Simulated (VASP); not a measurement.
**HfO2: single point with LDA**

Crystal: HfO2.

```
Hf O
1.0
     4.78890    0.00000    0.00000
     0.00000    4.78890    0.00000
     0.00000    0.00000    3.18582
Hf O
2 4
Direct
  0.00000 0.00000 0.99393
  0.50000 0.50000 0.50607
  0.19511 0.80489 0.58240
  0.30489 0.30489 0.91760
  0.69511 0.69511 0.91760
  0.80489 0.19511 0.58240
```

This cell differs from its parent crystal: mode 12 (423.5 1/cm) frozen in, largest displacement +0.263 Å.

* Program: VASP 6.6.1
* Task: single point
* Functional: LDA
* Potentials or basis: VASP PAW LDA potentials, release 64 (Hf_pv, O)
* Cutoff: 520 eV
* k mesh: 6 × 6 × 8
* Occupations: gaussian, width 0.05 eV
* Spin: no spin polarisation

The pressure is 11.4 GPa and the largest force is 3.406 eV/Å. The band gap on the k mesh is 3.91 eV, indirect (least direct gap 4.21 eV).

Forces in eV/Å, atoms in the order of the input:
```
Hf   0.000  0.000  3.274
Hf   0.000  0.000 -3.274
O    0.996 -0.996 -3.101
O   -0.996 -0.996  3.101
O    0.996  0.996  3.101
O   -0.996  0.996 -3.101
```

Stress tensor (GPa, compression positive):
```
12.13  0.00  0.00
 0.00 12.13  0.00
 0.00  0.00 10.04
```

Levels at points of the mesh, in eV from the valence-band top:
```
           k point  band 18  band 19  band 20  band 21  band 22  band 23  band 24  band 25  band 26  band 27
(0.00, 0.00, 0.00)    -2.06    -1.63    -0.49    -0.49     0.00     4.34     5.02     5.23     5.80     5.80
(0.50, 0.00, 0.00)    -2.30    -1.65    -1.65    -0.68    -0.68     4.07     4.07     6.56     6.56     7.36
(0.50, 0.50, 0.00)    -2.14    -1.81    -1.81    -0.93    -0.93     4.94     4.94     5.54     5.54     6.93
(0.00, 0.00, 0.50)    -2.31    -2.31    -0.98    -0.86    -0.86     4.00     5.97     5.97     6.46     6.67
(0.50, 0.00, 0.50)    -2.40    -1.37    -1.37    -1.05    -1.05     4.34     4.34     6.33     6.33     7.02
(0.50, 0.50, 0.50)    -2.39    -1.50    -1.50    -0.58    -0.58     5.38     5.38     5.72     5.72     6.86
```

Wall time 55 s on 1 thread of AMD EPYC 9R45 96-Core Processor (Zen 5), with other jobs on the host, peak memory 0.19 GiB.

Caveat: the cell differs from its parent crystal (mode 12 (423.5 1/cm) frozen in, largest displacement +0.263 Å); spin-orbit coupling is left out, which moves the levels of the heavy elements; forces of over 1 eV/Å act on the atoms, so gaps and moduli don't describe the material at rest. A k mesh can miss the band edges.
